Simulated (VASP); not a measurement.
A run of VASP 6.6.1:

The input INCAR:

```
PREC = Accurate ; ENCUT = 600
EDIFF = 1E-6 ; ISMEAR = 0
SIGMA = 0.1 ; LREAL = F
LASPH = T ; NELM = 60
ALGO = Fast ; ISIF = 4
LWAVE = F ; LCHARG = F
GGA = PE ; IBRION = 2
NSW = 50 ; EDIFFG = -0.01
```

File KPOINTS:

```
Automatic mesh
0
Gamma
  12 12 14
```

The input POSCAR:

```
Ti
1.0
    4.5335283086      0.0000000000      0.0000000000
   -2.2667641543      3.9261506840      0.0000000000
    0.0000000000      0.0000000000      2.8028041156
Ti
3
Direct
    0.0000000000      0.0000000000      0.0000000000
    0.3333333333      0.6666666667      0.5000000000
    0.6666666667      0.3333333333      0.5000000000
```

Potentials or basis: VASP PAW PBE potentials, release 64 (Ti_sv).

The run is started by

```bash
$ cat potpaw_PBE.64/Ti_sv/POTCAR > POTCAR
$ mpirun -np 1 vasp_std > vasp.out
```

Hardware: 1 thread of Intel(R) Xeon(R) 6975P-C (Granite Rapids), on a shared host.

How long does it take, and how much memory?

Wall time 5.3 min on 1 thread of Intel(R) Xeon(R) 6975P-C (Granite Rapids), on a shared host, peak memory 0.28 GiB. Counts: scf iterations 68, k points 152, ion steps 2.
